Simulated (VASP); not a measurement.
A run of VASP 6.6.1:

The input INCAR:

```
ALGO     = Fast           # electronic algorithm
EDIFF    = 1E-6           # SCF threshold, eV
ENCUT    = 520            # plane-wave cutoff, eV
GGA      = PE             # functional
ISIF     = 2              # what is computed and relaxed
ISMEAR   = 0              # smearing method
LASPH    = T              # aspherical terms in the spheres
LCHARG   = F              # write CHGCAR
LREAL    = F              # projectors in reciprocal space
LWAVE    = F              # write WAVECAR
NBANDS   = 10             # bands
NELM     = 100            # most SCF steps
PREC     = Accurate       # precision mode
SIGMA    = 0.15           # smearing width, eV
```

KPOINTS

```
k-points
0
Gamma
  14 14 14
```

Contents of POSCAR:

```
K
1.0
   -2.6572700000      2.6572700000      2.5787300000
    2.6572700000     -2.6572700000      2.5787300000
    2.6572700000      2.6572700000     -2.5787300000
K
1
Direct
    0.0000000000      0.0000000000      0.0000000000
```

Potentials or basis: VASP PAW PBE potentials, release 64 (K_sv).

Run with:

```sh
$ cat potpaw_PBE.64/K_sv/POTCAR > POTCAR
$ mpirun -np 1 vasp_std > vasp.out
```

Hardware: 1 thread of AMD EPYC 9R45 96-Core Processor (Zen 5), with other jobs on the host.

Q: How long does it take, and how much memory?

A: It took 91 s on 1 thread of AMD EPYC 9R45 96-Core Processor (Zen 5) (shared host), peak memory 0.29 GiB. Counts: scf iterations 11, k points 244.
